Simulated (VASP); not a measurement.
# ZnO2 (Pa-3) in VASP: notebook

The runs below take ZnO2 through single point, with r2SCAN.

Everything below comes from runs of VASP 6.6.1. Logs are shortened: lines on timing, memory, paths and dates and some standing lists are left out, and cuts for length are marked.

## (1) The cell of the first run

The structure is cubic, space group Pa-3 (No. 205). The conventional cell has a = 4.873 Å, b = 4.873 Å, c = 4.873 Å, α = 90.00°, β = 90.00°, γ = 90.00°. Zn (site symmetry -3) has 6 O at 2.10 Å within 2.8 Å. O (site symmetry 3) has 1 O at 1.48 Å within 2.0 Å.

## (2) Single point, r2SCAN

File POSCAR:

```
ZnO2
1.0
    4.8725336225      0.0000000000      0.0000000000
    0.0000000000      4.8725336225      0.0000000000
    0.0000000000      0.0000000000      4.8725336225
Zn O
4 8
Direct
    0.0000000000      0.5000000000      0.5000000000
    0.5000000000      0.5000000000      0.0000000000
    0.5000000000      0.0000000000      0.5000000000
    0.0000000000      0.0000000000      0.0000000000
    0.4122365408      0.0877634592      0.9122365408
    0.0877634592      0.9122365408      0.4122365408
    0.9122365408      0.4122365408      0.0877634592
    0.5877634592      0.5877634592      0.5877634592
    0.4122365408      0.4122365408      0.4122365408
    0.0877634592      0.5877634592      0.9122365408
    0.9122365408      0.0877634592      0.5877634592
    0.5877634592      0.9122365408      0.0877634592
```

File INCAR.step1:

```
  ALGO = Normal
  EDIFF = 1E-4
  ENCUT = 520
  GGA = PE
  ISMEAR = 0
  LASPH = T
  LCHARG = F
  LREAL = F
  LWAVE = T
  NBANDS = 60
  NELM = 60
  PREC = Accurate
  SIGMA = 0.02
```

File INCAR.step2:

```
  ALGO = Normal
  EDIFF = 1E-6
  ENCUT = 520
  ISIF = 2
  ISMEAR = 0
  ISTART = 1
  LASPH = T
  LCHARG = F
  LMIXTAU = T
  LREAL = F
  LWAVE = F
  METAGGA = R2SCAN
  NBANDS = 60
  NELM = 60
  PREC = Accurate
  SIGMA = 0.02
```

File KPOINTS:

```
k-points
0
Gamma
  6 6 6
```

Potentials or basis: VASP PAW PBE potentials, release 64 (Zn, O).

The run is started by

```sh
> cat potpaw_PBE.64/Zn/POTCAR potpaw_PBE.64/O/POTCAR > POTCAR
> cp INCAR.step1 INCAR
> mpirun -np 1 vasp_std > vasp.out
> cp INCAR.step2 INCAR
> mpirun -np 1 vasp_std > vasp.out
```

OUTCAR:

```text
EDIFF = 1E-6
   ENCUT = 520
   ISIF = 2
   ISMEAR = 0
   ISTART = 1
   LASPH = T
   LREAL = F
   METAGGA = R2SCAN
   NELM = 60
   PREC = Accurate

 ion  position               nearest neighbor table
   1  0.000  0.500  0.500-   6 2.10   7 2.10   8 2.10   9 2.10  10 2.10  11 2.10
   2  0.500  0.500  0.000-   5 2.10   7 2.10   8 2.10   9 2.10  10 2.10  12 2.10
   3  0.500  0.000  0.500-   5 2.10   6 2.10   8 2.10   9 2.10  11 2.10  12 2.10
   4  0.000  0.000  0.000-   5 2.10   6 2.10   7 2.10  10 2.10  11 2.10  12 2.10
   5  0.412  0.088  0.912-  12 1.48   3 2.10   4 2.10   2 2.10
   6  0.088  0.912  0.412-  11 1.48   3 2.10   4 2.10   1 2.10
   7  0.912  0.412  0.088-  10 1.48   2 2.10   4 2.10   1 2.10
   8  0.588  0.588  0.588-   9 1.48   2 2.10   3 2.10   1 2.10
   9  0.412  0.412  0.412-   8 1.48   2 2.10   3 2.10   1 2.10
  10  0.088  0.588  0.912-   7 1.48   2 2.10   4 2.10   1 2.10
  11  0.912  0.088  0.588-   6 1.48   3 2.10   4 2.10   1 2.10
  12  0.588  0.912  0.088-   5 1.48   3 2.10   4 2.10   2 2.10

  LATTYP: Found a simple cubic cell.
 ALAT       =     4.8725336225

  Lattice vectors:

 A1 = (   4.8725336225,   0.0000000000,   0.0000000000)
 A2 = (   0.0000000000,   4.8725336225,   0.0000000000)
 A3 = (   0.0000000000,   0.0000000000,   4.8725336225)

Analysis of symmetry for initial positions (statically):
=====================================================================
 Subroutine PRICEL returns:
 Original cell was already a primitive cell.

 Routine SETGRP: Setting up the symmetry group for a
 simple cubic supercell.

 Subroutine GETGRP returns: Found 24 space group operations
 (whereof  6 operations were pure point group operations)
 out of a pool of 48 trial point group operations.

The static configuration has the point symmetry S_6 .
 The point group associated with its full space group is T_h .

Analysis of symmetry for dynamics (positions and initial velocities):
=====================================================================
 Subroutine PRICEL returns:
 Original cell was already a primitive cell.

 Routine SETGRP: Setting up the symmetry group for a
 simple cubic supercell.

 Subroutine GETGRP returns: Found 24 space group operations
 (whereof  6 operations were pure point group operations)
 out of a pool of 48 trial point group operations.

The dynamic configuration has the point symmetry S_6 .
 The point group associated with its full space group is T_h .

 Subroutine INISYM returns: Found 24 space group operations
 (whereof  6 operations are pure point group operations),
 and found     1 'primitive' translations

----------------------------------------------------------------------------------------

                                     Primitive cell

  volume of cell :     115.6817

  direct lattice vectors                    reciprocal lattice vectors
     4.872533622  0.000000000  0.000000000     0.205232037  0.000000000  0.000000000
     0.000000000  4.872533622  0.000000000     0.000000000  0.205232037  0.000000000
     0.000000000  0.000000000  4.872533622     0.000000000  0.000000000  0.205232037

  length of vectors
     4.872533622  4.872533622  4.872533622     0.205232037  0.205232037  0.205232037

  position of ions in fractional coordinates (direct lattice)
     0.000000000  0.500000000  0.500000000
     0.500000000  0.500000000  0.000000000
     0.500000000  0.000000000  0.500000000
     0.000000000  0.000000000  0.000000000
     0.412236541  0.087763459  0.912236541
     0.087763459  0.912236541  0.412236541
     0.912236541  0.412236541  0.087763459
     0.587763459  0.587763459  0.587763459
     0.412236541  0.412236541  0.412236541
     0.087763459  0.587763459  0.912236541
     0.912236541  0.087763459  0.587763459
     0.587763459  0.912236541  0.087763459

  ion indices of the primitive-cell ions
   primitive index   ion index
                 1           1
                 2           2
                 3           3
                 4           4
                 5           5
                 6           6
                 7           7
                 8           8
                 9           9
                10          10
                11          11
                12          12

----------------------------------------------------------------------------------------

 KPOINTS: k-points

Automatic generation of k-mesh.
 Grid dimensions read from file:
 generate k-points for:    6    6    6

 Generating k-lattice:

  Cartesian coordinates                     Fractional coordinates (reciprocal lattice)
     0.034205339  0.000000000  0.000000000     0.166666667  0.000000000  0.000000000
     0.000000000  0.034205339  0.000000000     0.000000000  0.166666667  0.000000000
     0.000000000  0.000000000  0.034205339     0.000000000  0.000000000  0.166666667

  Length of vectors
     0.034205339  0.034205339  0.034205339

  Shift w.r.t. Gamma in fractional coordinates (k-lattice)
     0.000000000  0.000000000  0.000000000

 Subroutine IBZKPT returns following result:
 ===========================================

 Found     24 irreducible k-points:

 Following reciprocal coordinates:
            Coordinates               Weight
  0.000000  0.000000  0.000000      1.000000
  0.166667  0.000000  0.000000      6.000000
  0.333333  0.000000  0.000000      6.000000
  0.500000  0.000000  0.000000      3.000000
  0.166667  0.166667  0.000000     12.000000
  0.333333  0.166667  0.000000     12.000000
[... 16 lines left out ...]
  0.500000  0.500000  0.333333      6.000000
  0.500000  0.500000  0.500000      1.000000
   k-points           NKPTS =     24   k-points in BZ     NKDIM =     24   number of bands    NBANDS=     60
   number of dos      NEDOS =    301   number of ions     NIONS =     12
   total plane-waves  NPLWV =  46656
   dimension x,y,z NGX =    36 NGY =   36 NGZ =   36
   dimension x,y,z NGXF=    72 NGYF=   72 NGZF=   72
   ions per type =               4   8
   NGX,Y,Z   is equivalent  to a cutoff of  12.28, 12.28, 12.28 a.u.
   NGXF,Y,Z  is equivalent  to a cutoff of  24.57, 24.57, 24.57 a.u.
 SYSTEM =  unknown system
   PREC   = accura    normal or accurate (medium, high low for compatibility)
   ISTART =      1    job   : 0-new  1-cont  2-samecut
   ICHARG =      0    charge: 1-file 2-atom 10-const
   ISPIN  =      1    spin polarized calculation?
   LNONCOLLINEAR =      F non collinear calculations
   LSORBIT =      F    spin-orbit coupling
   LASPH  =      T    aspherical Exc in radial PAW
   ENCUT  =  520.0 eV  38.22 Ry    6.18 a.u.   9.06  9.06  9.06*2*pi/ulx,y,z
   NELM   =     60;   NELMIN=  2; NELMDL=  0     # of ELM steps
   EDIFF  = 0.1E-05   stopping-criterion for ELM
   LREAL  =      F    real-space projection
[... 7 lines left out ...]
   TEBEG  =    0.0;   TEEND  =   0.0 temperature during run
   PSTRESS=    0.0 pullay stress
   NELECT =      96.0000    total number of electrons
   NUPDOWN=      -1.0000    fix difference up-down
   EMIN   =  10.00;   EMAX   =-10.00  energy-range for DOS
   EFERMI =   0.00;   METHOD = LEGACY
   ISMEAR =     0;   SIGMA  =   0.02  broadening in eV -4-tet -1-fermi 0-gaus
   EFERMI_NEDOS =   21; number of points for ismear=-14 and -15
   IALGO  =     38    algorithm
   IMIX   =      4    mixing-type and parameters
     AMIX     =   0.40;   BMIX     =  1.00
     AMIX_MAG =   1.60;   BMIX_MAG =  1.00
  volume/ion in A,a.u.               =       9.64        65.05
  Fermi-wavevector in a.u.,A,eV,Ry     =   1.538428  2.907207 32.201718  2.366759
  Thomas-Fermi vector in A             =   2.644798
   LORBIT       =      0    0 simple, 1 ext, 2 COOP (PROOUT), +10 PAW based schemes
   METAGGA = R2SCAN    functional components
   LHFCALC =     F    Hartree Fock is set to
   AEXX    =    0.0000 exact exchange contribution
   IVDW    =     0    specifies the selected vdW correction
   LEPSILON=     F    determine dielectric tensor
   LRPA    =     F    only Hartree local field effects (RPA)
 non-spin polarized calculation
 Gauss-broadening in eV      SIGMA  =   0.02
  energy-cutoff  :      520.00
  volume of cell :      115.68
 maximum number of plane-waves:      3136
   NGX = 19   NGY = 19   NGZ = 19

 number of electron      96.0000078 magnetization

 Free energy of the ion-electron system (eV)
  ---------------------------------------------------
  ext. energy  EPLUGINS =         0.00000000
  ---------------------------------------------------
  free energy    TOTEN  =       -94.20471324 eV

  energy without entropy =      -94.20471324  energy(sigma->0) =      -94.20471324

 E-fermi :   2.9565     XC(G=0): -12.4284

 val. band max:        2.7915869984   @ k =   0.0000   0.0000   0.0000
 cond. band min:       5.6600603907   @ k =   0.1667   0.1667   0.1667
 fundamental gap:      2.8684733923
 Fermi energy:         2.9565041726

 k-point     1 :       0.0000    0.0000    0.0000
  band No.  band energies     occupation
      1     -20.8856      2.00000
      2     -20.1364      2.00000
      3     -20.1364      2.00000
      4     -20.1364      2.00000
      5     -14.1869      2.00000
      6     -14.1869      2.00000
[... 52 lines left out ...]
     59      13.9398      0.00000
     60      14.9425      0.00000

 k-point     2 :       0.1667    0.0000    0.0000
  band No.  band energies     occupation
      1     -20.8351      2.00000
      2     -20.1854      2.00000
      3     -20.1298      2.00000
      4     -20.1298      2.00000
      5     -14.1986      2.00000
      6     -14.1940      2.00000
[... 1375 lines left out ...]
     59      11.2956      0.00000
     60      11.2956      0.00000

 k-point    24 :       0.5000    0.5000    0.5000
  band No.  band energies     occupation
      1     -20.2529      2.00000
      2     -20.2529      2.00000
      3     -20.2529      2.00000
      4     -20.2529      2.00000
      5     -14.3344      2.00000
      6     -14.3344      2.00000
[... 52 lines left out ...]
     59      10.7024      0.00000
     60      10.7024      0.00000

------------------------ aborting loop because EDIFF is reached ----------------------------------------

  FORCE on cell =-STRESS in cart. coord.  units (eV):
  Direction    XX          YY          ZZ          XY          YZ          ZX
  --------------------------------------------------------------------------------------
  -------------------------------------------------------------------------------------
  Total        1.2452896      1.2452896      1.2452896      0.0000000     -0.0000000     -0.0000000
  in kB       17.2471134     17.2471134     17.2471134      0.0000000     -0.0000000     -0.0000000
  external PRESSURE =      17.2471134 kB  Pullay stress =       0.0000000 kB

 VOLUME and BASIS-vectors are now :
 -----------------------------------------------------------------------------
  energy-cutoff  :      520.00
  volume of cell :      115.68
      direct lattice vectors                 reciprocal lattice vectors
     4.872533622  0.000000000  0.000000000     0.205232037  0.000000000  0.000000000
     0.000000000  4.872533622  0.000000000     0.000000000  0.205232037  0.000000000
     0.000000000  0.000000000  4.872533622     0.000000000  0.000000000  0.205232037

 POSITION                                       TOTAL-FORCE (eV/Angst)
 -----------------------------------------------------------------------------------
      0.00000      2.43627      2.43627        -0.000000      0.000000      0.000000
      2.43627      2.43627      0.00000        -0.000000      0.000000      0.000000
      2.43627      0.00000      2.43627        -0.000000      0.000000      0.000000
      0.00000      0.00000      0.00000        -0.000000      0.000000      0.000000
      2.00864      0.42763      4.44490        -0.133321      0.133321     -0.133321
      0.42763      4.44490      2.00864         0.133321     -0.133321     -0.133321
      4.44490      2.00864      0.42763        -0.133321     -0.133321      0.133321
      2.86390      2.86390      2.86390         0.133321      0.133321      0.133321
      2.00864      2.00864      2.00864        -0.133321     -0.133321     -0.133321
      0.42763      2.86390      4.44490         0.133321      0.133321     -0.133321
      4.44490      0.42763      2.86390        -0.133321      0.133321      0.133321
      2.86390      4.44490      0.42763         0.133321     -0.133321      0.133321
 -----------------------------------------------------------------------------------
    total drift:                                0.000000      0.000000     -0.000000

  FREE ENERGIE OF THE ION-ELECTRON SYSTEM (eV)
  ---------------------------------------------------
  free  energy   TOTEN  =       -94.2047132386 eV

  energy  without entropy=      -94.2047132386  energy(sigma->0) =      -94.20471324
```

Run time: 11 min. Hardware: 1 thread of Oxide Virtual Turin-like, shared host; peak memory 0.25 GiB.

What came out:

| Item | Value |
| --- | --- |
| Free energy | -94.2047 eV |
| Pressure | 1.7 GPa |
| Largest force | 0.231 eV/Å |
| Band gap on the k mesh | 2.87 eV (least direct gap 3.01 eV) |

Forces in eV/Å, atoms in the order of the input:
```
Zn   0.000  0.000  0.000
Zn   0.000  0.000  0.000
Zn   0.000  0.000  0.000
Zn   0.000  0.000  0.000
O   -0.133  0.133 -0.133
O    0.133 -0.133 -0.133
O   -0.133 -0.133  0.133
O    0.133  0.133  0.133
O   -0.133 -0.133 -0.133
O    0.133  0.133 -0.133
O   -0.133  0.133  0.133
O    0.133 -0.133  0.133
```

Levels at points of the mesh, in eV from the valence-band top:
```
           k point  band 45  band 46  band 47  band 48  band 49  band 50  band 51  band 52
(0.00, 0.00, 0.00)    -0.29    -0.29     0.00     0.00     3.70     3.87     3.87     3.87
(0.50, 0.00, 0.00)    -1.37    -1.37    -0.20    -0.20     3.09     3.09     3.90     3.90
(0.50, 0.50, 0.00)    -1.32    -1.32    -1.32    -1.32     3.57     3.57     3.57     3.57
(0.50, 0.50, 0.50)    -2.16    -2.16    -2.16    -2.16     4.15     4.15     4.15     4.15
```

Caveat: the PAW data sets were made with another functional, which shifts forces and pressure a little. A k mesh can miss the band edges.

## (3) Single point, r2SCAN

POSCAR is that of step 2.

File INCAR.step1:

```
PREC = Accurate ; ENCUT = 520
ISMEAR = 0 ; SIGMA = 0.05
LREAL = F ; LASPH = T
NELM = 100 ; NBANDS = 60
GGA = PE ; ALGO = Normal
EDIFF = 1E-4 ; LWAVE = T
LCHARG = F
```

File INCAR.step2:

```
PREC = Accurate ; ENCUT = 520
EDIFF = 1E-6 ; ISMEAR = 0
SIGMA = 0.05 ; LREAL = F
LASPH = T ; NELM = 100
ALGO = Normal ; ISIF = 2
LWAVE = F ; LCHARG = F
METAGGA = R2SCAN ; LMIXTAU = T
NBANDS = 60 ; ISTART = 1
```

File KPOINTS:

```
Automatic mesh
0
Gamma
  6 6 6
```

Potentials or basis: VASP PAW PBE potentials, release 64 (Zn, O).

The run is started by

```sh
> cat potpaw_PBE.64/Zn/POTCAR potpaw_PBE.64/O/POTCAR > POTCAR
> cp INCAR.step1 INCAR
> mpirun -np 1 vasp_std > vasp.out
> cp INCAR.step2 INCAR
> mpirun -np 1 vasp_std > vasp.out
```

Wall time 12 min (1 thread of Oxide Virtual Turin-like, shared host); peak memory 0.25 GiB.

It converged, with:

* Free energy: -94.2047 eV
* Pressure: 1.7 GPa
* Largest force: 0.231 eV/Å
* Band gap on the k mesh: 2.87 eV (least direct gap 3.01 eV)

Forces on the atoms (eV/Å):
```
Zn   0.000  0.000  0.000
Zn   0.000  0.000  0.000
Zn   0.000  0.000  0.000
Zn   0.000  0.000  0.000
O   -0.133  0.133 -0.133
O    0.133 -0.133 -0.133
O   -0.133 -0.133  0.133
O    0.133  0.133  0.133
O   -0.133 -0.133 -0.133
O    0.133  0.133 -0.133
O   -0.133  0.133  0.133
O    0.133 -0.133  0.133
```

Levels at points of the mesh, in eV from the valence-band top:
| k point | band 44 | band 45 | band 46 | band 47 | band 48 | band 49 | band 50 | band 51 | band 52 | band 53 |
| --- | --- | --- | --- | --- | --- | --- | --- | --- | --- | --- |
| (0.00, 0.00, 0.00) | -0.29 | -0.29 | -0.29 | 0.00 | 0.00 | 3.70 | 3.87 | 3.87 | 3.87 | 4.07 |
| (0.50, 0.00, 0.00) | -1.66 | -1.37 | -1.37 | -0.20 | -0.20 | 3.09 | 3.09 | 3.90 | 3.90 | 6.37 |
| (0.50, 0.50, 0.00) | -1.94 | -1.32 | -1.32 | -1.32 | -1.32 | 3.57 | 3.57 | 3.57 | 3.57 | 7.09 |
| (0.50, 0.50, 0.50) | -2.34 | -2.16 | -2.16 | -2.16 | -2.16 | 4.15 | 4.15 | 4.15 | 4.15 | 7.51 |

Caveat: the PAW data sets were made with another functional, which shifts forces and pressure a little.
